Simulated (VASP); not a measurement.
Set up this calculation in VASP 6.6.1, as the native input.

```yaml
Task: single point
Functional: PBE
Potentials_or_basis: VASP PAW PBE potentials, release 64 (Sb)
Cutoff: 520 eV
k_mesh: 13 × 13 × 12
Occupations: fermi-dirac, width 0.05 eV
Spin: no spin polarisation
Dipole_correction: no
Further_INCAR_settings: ALGO = Normal; EDIFF = 1e-07; NBANDS = 8
```

The structure of Sb lies in POSCAR:

```
Sb
1.0
    2.6073798167      0.0000000000      0.0000000000
   -1.3036899083      2.2580571586      0.0000000000
    0.0000000000      0.0000000000      2.4762687707
Sb
1
Direct
    0.0000000000      0.0000000000      0.0000000000
```

This cell differs from its parent crystal: volume scaled by 0.5.

One way to write it, as run:

INCAR

```
PREC = Accurate
ENCUT = 520
EDIFF = 1E-7
ISMEAR = -1
SIGMA = 0.05
LREAL = F
LASPH = T
NELM = 60
ALGO = Normal
ISIF = 2
LWAVE = F
LCHARG = F
GGA = PE
NBANDS = 8
```

KPOINTS

```
regular mesh
0
Gamma
  13 13 12
```

Potentials or basis: VASP PAW PBE potentials, release 64 (Sb).

Launch:

```console
$ cat potpaw_PBE.64/Sb/POTCAR > POTCAR
$ mpirun -np 1 vasp_std > vasp.out
```

Results of the run:

The pressure is 193.3 GPa.

It took 20 s on 1 thread of Intel Xeon 8259CL (shared host), peak memory 0.13 GiB.
